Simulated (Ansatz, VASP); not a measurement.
One calculation of SiC, two programs

Contents of POSCAR:

```
SiC
1.0
    0.0145185982      2.1711916569      2.1566730586
    2.1711916569      0.0145185982      2.1566730586
    2.1857102551      2.1857102551      0.0000000000
Si C
1 1
Direct
    0.0007393851      0.0007393851     -0.0007393851
    0.2492606149      0.2492606149      0.2507393851
```

File INCAR.step1:

```
PREC     = Accurate       # precision mode
ENCUT    = 520            # plane-wave cutoff, eV
EDIFF    = 1E-5           # SCF threshold, eV
ISMEAR   = 0              # smearing method
SIGMA    = 0.01           # smearing width, eV
LREAL    = False          # projectors in reciprocal space
LASPH    = True           # aspherical terms in the spheres
NELM     = 100            # most SCF steps
ALGO     = Normal         # electronic algorithm
ISIF     = 2              # what is computed and relaxed
LWAVE    = True           # write WAVECAR
GGA      = PE             # functional
NBANDS   = 11             # bands
```

File INCAR.step2:

```
PREC     = Accurate       # precision mode
ENCUT    = 520            # plane-wave cutoff, eV
EDIFF    = 1E-7           # SCF threshold, eV
ISMEAR   = 0              # smearing method
SIGMA    = 0.01           # smearing width, eV
LREAL    = False          # projectors in reciprocal space
LASPH    = True           # aspherical terms in the spheres
NELM     = 100            # most SCF steps
ALGO     = Normal         # electronic algorithm
ISIF     = 2              # what is computed and relaxed
LWAVE    = False          # write WAVECAR
LCHARG   = True           # write CHGCAR
GGA      = PE             # functional
LHFCALC  = True           # exact exchange
HFSCREEN = 0.2079         # screening, 1/A
PRECFOCK = Normal       
LELF     = True           # ELF
LVHAR    = True         
ISTART   = 1            
NBANDS   = 11             # bands
```

The input KPOINTS:

```
regular mesh
0
Gamma
  8 8 8
```

Input for Ansatz:

```yaml
crystal:
  lattice:
    - [0.0145185982, 2.1711916569, 2.1566730586]
    - [2.1711916569, 0.0145185982, 2.1566730586]
    - [2.1857102551, 2.1857102551, 0.0]
  atoms:
    - { symbol: Si, position: [0.0007393851, 0.0007393851, -0.0007393851] }
    - { symbol: C, position: [0.2492606149, 0.2492606149, 0.2507393851] }
basis:
  ecutwfc: 420
kpoints:
  mp_grid: { grid: [8, 8, 8] }
  band_path:
    path:
      - [0.0, 0.0, 0.0]
      - [0.0, 0.0, 0.0]
      - [0.5, 0.5, 0.0]
      - [0.0, 0.5, 0.5]
      - [0.5, 0.5, 0.5]
      - [0.0, 0.0, 0.5]
    npoints: 1
hamiltonian:
  xc: hse06
  pseudopotentials: { kind: paw, azcp: { folder: soft_1 } }
scf:
  occupations: { method: fixed }
  n_extra_bands: 5
output:
  eigenvalues: true
```

Alike in both runs: task single point; functional HSE06; k mesh 8 × 8 × 8; no spin polarisation.

|  | VASP | Ansatz |
| --- | --- | --- |
| version | VASP 6.6.1 | Ansatz 0.2.0 |
| potentials or method | VASP PAW PBE potentials, release 64 (Si, C), cutoff 520 eV | scalar-relativistic, plane waves, PAW |
| occupations | gaussian, width 0.01 eV | fixed |
| valence electrons in the cell | 8 | 8 |

|  | VASP | Ansatz | Ansatz less VASP |
| --- | --- | --- | --- |
| gap on the k mesh at the Fermi level (eV) | 2.11 | 2.11 | -0.002 |
| least direct gap on the mesh (eV) | 5.63 | 5.62 | -0.003 |
